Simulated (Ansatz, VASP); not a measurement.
# One calculation of Mo, two programs

INCAR

```
PREC = Accurate
ENCUT = 520
EDIFF = 1E-8
ISMEAR = -1
SIGMA = 0.08
LREAL = F
LASPH = T
NELM = 80
ALGO = Normal
ISIF = 2
LWAVE = F
LCHARG = F
GGA = PE
LEFG = T
NBANDS = 13
```

KPOINTS

```
Automatic mesh
0
Gamma
  17 17 17
```

File POSCAR:

```
Mo
1.0
   -0.0201500000      2.0049250000      2.0049250000
    2.0049250000     -0.0201500000      2.0049250000
    2.0049250000      2.0049250000     -0.0201500000
Mo
1
Direct
    0.0000000000      0.0000000000      0.0000000000
```

Input for Ansatz:

```yaml
crystal:
  lattice:
    - [-0.02015, 2.004925, 2.004925]
    - [2.004925, -0.02015, 2.004925]
    - [2.004925, 2.004925, -0.02015]
  atoms:
    - { symbol: Mo, position: [0.0, 0.0, 0.0] }
kpoints:
  mp_grid: { grid: [17, 17, 17] }
scf:
  occupations: { method: fermi_dirac, width: 0.08 }
hamiltonian:
  xc: pbe
  pseudopotentials: { kind: paw }
output:
  forces: true
  stress: true
  eigenvalues: true
  efg: { contact_densities: true }
```

Change from the starting cell: equal xy, yz and zx shear strains of -1 %, PAW files.

Alike in both runs: task electric field gradients; functional PBE; k mesh 17 × 17 × 17; occupations fermi-dirac, width 0.08 eV; no spin polarisation.

```csv
,VASP,Ansatz
version,VASP 6.6.1,Ansatz 0.2.0
potentials or method,"VASP PAW PBE potentials, release 64 (Mo_sv)","PAW with Ansatz's default frozen-core files, scalar-relativistic"
plane-wave cutoff (eV),520,420
valence electrons in the cell,14,14
```

VASP gave:

```
pressure (GPa)                                                : -4.1
traceless stress, the component that is largest in VASP (GPa) : -0.47
size of Vzz on the site where it differs most (V/Å²)          : 0.9
```

Estimate Ansatz's values.

pressure (GPa): -4.5; traceless stress, the component that is largest in VASP (GPa): -0.48; size of Vzz on the site where it differs most (V/Å²): 0.5.

The functional is the same, so the differences come from potentials, cutoffs and numerics.
